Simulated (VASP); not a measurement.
A run of VASP 6.6.1 is set up as follows.

Contents of INCAR:

```
PREC = Accurate
ENCUT = 520
EDIFF = 1E-6
ISMEAR = 0
SIGMA = 0.1
LREAL = F
LASPH = T
NELM = 80
ALGO = Normal
ISIF = 2
LWAVE = F
LCHARG = F
GGA = PE
NBANDS = 30
```

File KPOINTS:

```
regular mesh
0
Gamma
  4 4 4
```

Contents of POSCAR:

```
Hf4N
1.0
    0.0000000000      4.5939545017      3.1809575818
    3.1765471372      0.0000000000      3.1809575818
    3.1765471372      4.5939545017      0.0000000000
Hf N
4 1
Direct
    0.0000000000      0.5000000000      0.0000000000
    0.5000000000      0.0000000000      0.5000000000
    0.2422369945      0.7577630055      0.2422369945
    0.7577630055      0.2422369945      0.7577630055
    0.0000000000      0.0000000000      0.0000000000
```

Potentials or basis: VASP PAW PBE potentials, release 64 (Hf_pv, N).

Command:

```console
$ cat potpaw_PBE.64/Hf_pv/POTCAR potpaw_PBE.64/N/POTCAR > POTCAR
$ mpirun -np 1 vasp_std > vasp.out
```

Q: Predict the largest force.

A: 0.082 eV/Å.

Q: Estimate the pressure.

A: -0.8 GPa.

Forces on the atoms (eV/Å):
```
Hf   0.000  0.000  0.000
Hf   0.000  0.000  0.000
Hf   0.000 -0.082  0.000
Hf   0.000  0.082  0.000
N    0.000  0.000  0.000
```

Caveat: the k points lie up to 0.39 Å⁻¹ apart.
